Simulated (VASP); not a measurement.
Runs of VASP 6.6.1 on ZnCd2Se3. The structure is that of space group P3m1 (No. 156), or close to it. The cells are those of the table. 

```tsv
task	level	potentials or basis	cell	k mesh	cutoff (eV)	smearing	gap on the mesh (eV)	pressure (GPa)	largest force (eV/Å)
single point	r2SCAN	VASP PAW PBE potentials, release 64 (Zn, Cd, Se)	a = 4.265, b = 4.265, c = 10.521 Å, angles 90.0, 90.0, 120.0°, 6 atoms	12 × 12 × 4	520	gaussian 0.02 eV	(a)	-1.5	0.06
relaxation of cell and atoms	PBE	VASP PAW PBE potentials, release 64 (Zn, Cd, Se)	relaxed from a = 4.111, b = 4.111, c = 10.071 Å, angles 90.0, 90.0, 120.0°, 6 atoms	6 × 6 × 2	600	gaussian 0.1 eV	0.54	0.1	0.04
single point	PBE	VASP PAW PBE potentials, release 64 (Zn, Cd, Se)	a = 4.111, b = 4.111, c = 10.071 Å, angles 90.0, 90.0, 120.0°, 6 atoms	6 × 6 × 2	520	gaussian 0.1 eV	(d)	8.6	(c)
single point	PBE	VASP PAW PBE potentials, release 64 (Zn, Cd, Se)	a = 4.265, b = 4.265, c = 10.521 Å, angles 90.0, 90.0, 120.0°, 6 atoms	12 × 12 × 4	520	gaussian 0.02 eV	0.55	0.2	0.02
single point	PBE	VASP PAW PBE potentials, release 64 (Zn, Cd, Se)	a = 4.268, b = 4.268, c = 10.519 Å, angles 90.0, 90.0, 120.0°, 6 atoms	6 × 6 × 2	520	gaussian 0.1 eV	0.55	0.2	0.04
single point	LDA	VASP PAW LDA potentials, release 64 (Zn, Cd, Se)	a = 4.265, b = 4.265, c = 10.521 Å, angles 90.0, 90.0, 120.0°, 6 atoms	12 × 12 × 4	520	gaussian 0.02 eV	(b)	-4.2	0.08
```

Alike in all rows: no spin polarisation.

Q: Estimate the missing entries.

A: (a) 1.03; (b) 0.31; (c) 1.34; (d) 0.86.

Caveats: the PAW data sets were made with another functional, which shifts forces and pressure a little (some runs); forces of over 1 eV/Å act on the atoms, so gaps and moduli don't describe the material at rest (some runs).

A k mesh can miss the band edges, and the runs leave out spin-orbit coupling on Cd, Se.
